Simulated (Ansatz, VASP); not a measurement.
# Mg: VASP beside Ansatz

```xyz
2
Lattice="0.0000 3.5676 3.5676 3.5676 0.0000 3.5676 3.5676 3.5676 0.0000" Properties=species:S:1:pos:R:3 pbc="T T T"
Mg    0.8919    0.8919    0.8919
Mg    6.2433    6.2433    6.2433
```

Alike in both runs: functional BLYP; k mesh 9 × 9 × 9; occupations fermi-dirac, width 0.1 eV; no spin polarisation.

Ansatz relaxed the structure, and its values are those at the end. VASP's run is a single point on that final structure, the one shown.

|  | VASP | Ansatz |
| --- | --- | --- |
| version | VASP 6.6.1 | Ansatz 0.2.0 |
| potentials or method | VASP PAW PBE potentials, release 64 (Mg), cutoff 520 eV | plane waves (420 eV) with PAW, scalar-relativistic |
| valence electrons in the cell | 4 | 20 |

```tsv
	VASP	Ansatz	Ansatz less VASP
pressure (GPa)	0.0	0.0	0.00
```

VASP's potentials were made for PBE, not for BLYP. VASP's potentials hold 4 valence electrons a cell and Ansatz's 20, so a difference there can come from the potentials and not from the codes.
